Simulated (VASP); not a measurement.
Write the native input for VASP 6.6.1 that does the following.

```yaml
Task: single point
Functional: PBEsol
Potentials_or_basis: VASP PAW PBE potentials, release 64 (Pb_d, S)
Cutoff: 520 eV
k_mesh: 8 × 8 × 6
Occupations: gaussian, width 0.05 eV
Spin: no spin polarisation
Dipole_correction: no
Further_INCAR_settings: ALGO = Normal; EDIFF = 1e-06; NBANDS = 28
```

The structure of PbS lies in POSCAR:

```
PbS
1.0
    2.0799526950     -5.9912968650      0.0155996452
    2.0799526950      5.9912968650      0.0155996452
    0.0320949070      0.0000000000      4.2793209400
Pb S
2 2
Direct
    0.8694366500      0.1305633500      0.7500000000
    0.1305633500      0.8694366500      0.2500000000
    0.6452029100      0.3547970900      0.7500000000
    0.3547970900      0.6452029100      0.2500000000
```

This cell differs from its parent crystal: strain +0.0150 x Voigt [0, 0, 0, 0, 1, 0].

One way to write it, as run:

INCAR

```
PREC = Accurate
ENCUT = 520
EDIFF = 1E-6
ISMEAR = 0
SIGMA = 0.05
LREAL = False
LASPH = True
NELM = 80
ALGO = Normal
ISIF = 2
LWAVE = False
LCHARG = False
GGA = PS
NBANDS = 28
```

KPOINTS

```
Automatic mesh
0
Gamma
  8 8 6
```

Potentials or basis: VASP PAW PBE potentials, release 64 (Pb_d, S).

Command:

```sh
$ cat potpaw_PBE.64/Pb_d/POTCAR potpaw_PBE.64/S/POTCAR > POTCAR
$ mpirun -np 1 vasp_std > vasp.out
```

It gave:

The pressure is -1.9 GPa and the largest force is 0.035 eV/Å. The band gap on the k mesh is 1.13 eV (least direct gap 1.33 eV).

Caveat: the cell differs from its parent crystal (strain +0.0150 x Voigt [0, 0, 0, 0, 1, 0]); the PAW data sets were made with another functional, which shifts forces and pressure a little; spin-orbit coupling is left out, which moves the levels of the heavy elements.

It took 5.3 min on 1 thread of Oxide Virtual Turin-like Processor (shared host), peak memory 0.39 GiB.
